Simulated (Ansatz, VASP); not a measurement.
# SnSe in VASP and in Ansatz

```
Sn Se
1.0
     0.00000    2.93475    3.16050
     2.93475    0.00000    3.16050
     2.93475    2.93475    0.00000
Sn Se
1 1
Direct
  0.00000 0.00000 0.00000
  0.50000 0.50000 0.50000
```

Change from the starting cell: strain -0.025 along x and y, +0.050 along z, atoms carried along.

Alike in both runs: task single point; functional LDA; k mesh 8 × 8 × 8; occupations gaussian, width 0.05 eV; no spin polarisation.

```csv
,VASP,Ansatz
version,VASP 6.6.1,Ansatz 0.2.0
potentials or method,"VASP PAW LDA potentials, release 64 (Sn_d, Se), cutoff 520 eV","scalar-relativistic, plane waves, PAW"
valence electrons in the cell,20,30
```

```csv
,VASP,Ansatz,Ansatz less VASP
gap on the k mesh at the Fermi level (eV),0.52,0.53,+0.009
least direct gap on the mesh (eV),0.60,0.61,+0.007
pressure (GPa),-2.5,-2.6,-0.07
"traceless stress, the component that is largest in VASP (GPa)",-4.74,-4.68,+0.058
```

LDA's correlation is that of Perdew and Zunger in VASP and of Perdew and Wang (1992) in Ansatz. VASP's potentials hold 20 valence electrons a cell and Ansatz's 30, so a difference there can come from the potentials and not from the codes.
